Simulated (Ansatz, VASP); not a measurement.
Two plane-wave programs on SiO2

```
CELL_PARAMETERS angstrom
2.61239 0.00000 0.00000
-1.30619 2.26239 0.00000
0.00000 0.00000 8.76396
ATOMIC_POSITIONS crystal
Si 0.33333 0.66667 0.10109
Si 0.66667 0.33333 0.60109
O 0.00000 0.00000 0.20219
O 0.66667 0.33333 0.00000
O 0.00000 0.00000 0.70219
O 0.33333 0.66667 0.50000
```

Alike in both runs: task relaxation of cell and atoms; functional PBE; dispersion D3(BJ); k mesh 6 × 6 × 2; occupations gaussian, width 0.1 eV; no spin polarisation.

|  | VASP | Ansatz |
| --- | --- | --- |
| version | VASP 6.6.1 | Ansatz 0.2.0 |
| potentials or method | VASP PAW PBE potentials, release 64 (Si, O), cutoff 600 eV | scalar-relativistic, plane waves, PAW |
| valence electrons in the cell | 32 | 32 |

```csv
,VASP,Ansatz,Ansatz less VASP
"gap on the k mesh at the Fermi level, each at its own relaxed structure (eV)",6.10,6.15,+0.055
relaxed volume (Å³/atom),9.48,9.52,+0.040
relaxed cell length with the largest relative difference (Å),9.087,9.137,+0.0503
```

The k mesh is coarse, so the values compare programs but aren't converged.
